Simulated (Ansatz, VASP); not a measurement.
# One calculation of GaSb, two programs

```
CELL_PARAMETERS angstrom
0.00000 2.87863 3.45436
2.87863 0.00000 3.45436
2.87863 2.87863 0.00000
ATOMIC_POSITIONS crystal
Ga 0.00000 0.00000 0.00000
Sb 0.75000 0.75000 0.75000
```

Alike in both runs: task single point; functional PBE; k mesh 16 × 16 × 16; occupations gaussian, width 0.15 eV; no spin polarisation.

```csv
,VASP,Ansatz
version,VASP 6.6.1,Ansatz 0.2.0
potentials or method,"VASP PAW PBE potentials, release 64 (Ga_d, Sb), cutoff 520 eV","scalar-relativistic, plane waves, PAW"
valence electrons in the cell,18,28
```

```csv
,VASP,Ansatz,Ansatz less VASP
gap on the k mesh at the Fermi level (eV),none,none,-
pressure (GPa),2.3,2.2,-0.07
"traceless stress, the component that is largest in VASP (GPa)",-6.41,-6.43,-0.017
```

A gap of «none» marks a metal or a gap that the smearing closes. With one functional, cell and mesh, what is left measures potentials, basis and numerics. VASP's potentials hold 18 valence electrons a cell and Ansatz's 28, so a difference there can come from the potentials and not from the codes.

Neither program's run includes spin-orbit coupling.
